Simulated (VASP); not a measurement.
A run of VASP 6.6.1 is set up as follows.

The input INCAR:

```
SYSTEM = BaZrO3
  PREC = Accurate
  ENCUT = 520
  EDIFF = 1E-6
  ISMEAR = 0
  SIGMA = 0.05
  LREAL = .FALSE.
  LASPH = .TRUE.
  NELM = 150
  ALGO = Normal
  ISIF = 2
  LWAVE = .FALSE.
  LCHARG = .TRUE.
  MAGMOM = 0 0 0 0 0 0 0 0 0 0 0 0 0 0 0
  LORBIT = 11
  LSORBIT = .TRUE.
  GGA_COMPAT = .FALSE.
  LORBMOM = .TRUE.
  LMAXMIX = 4
  GGA = PE
  LVHAR = .TRUE.
  NBANDS = 55
```

Contents of KPOINTS:

```
Automatic mesh
0
G
  4 4 4
  0 0 0
```

Contents of POSCAR:

```
BaZrO3
1.0
    4.2500655122      0.0000000000      0.0000000000
    0.0000000000      4.2500655122      0.0000000000
    0.0000000000      0.0000000000      4.2500655122
Ba Zr O
1 1 3
Direct
    0.0000000000      0.0000000000      0.0000000000
    0.5000000000      0.5000000000      0.5000000000
    0.0000000000      0.5000000000      0.5000000000
    0.5000000000      0.5000000000      0.0000000000
    0.5000000000      0.0000000000      0.5000000000
```

Potentials or basis: VASP PAW PBE potentials, release 64 (Ba_sv, Zr_sv, O).

Launch:

```sh
$ cat potpaw_PBE.64/Ba_sv/POTCAR potpaw_PBE.64/Zr_sv/POTCAR potpaw_PBE.64/O/POTCAR > POTCAR
$ mpirun -np 1 vasp_ncl > vasp.out
```

**Question.** What does it give for the pressure?

**Answer.** -1.4 GPa.

**Question.** Predict the net moment.

**Answer.** 0.00 μB per cell.

Moments on the atoms (μB; x, y, z):
```
Ba  0.00 0.00 0.00
Zr  0.00 0.00 0.00
O   0.00 0.00 0.00
O   0.00 0.00 0.00
O   0.00 0.00 0.00
```

Caveat: the k points lie up to 0.37 Å⁻¹ apart.
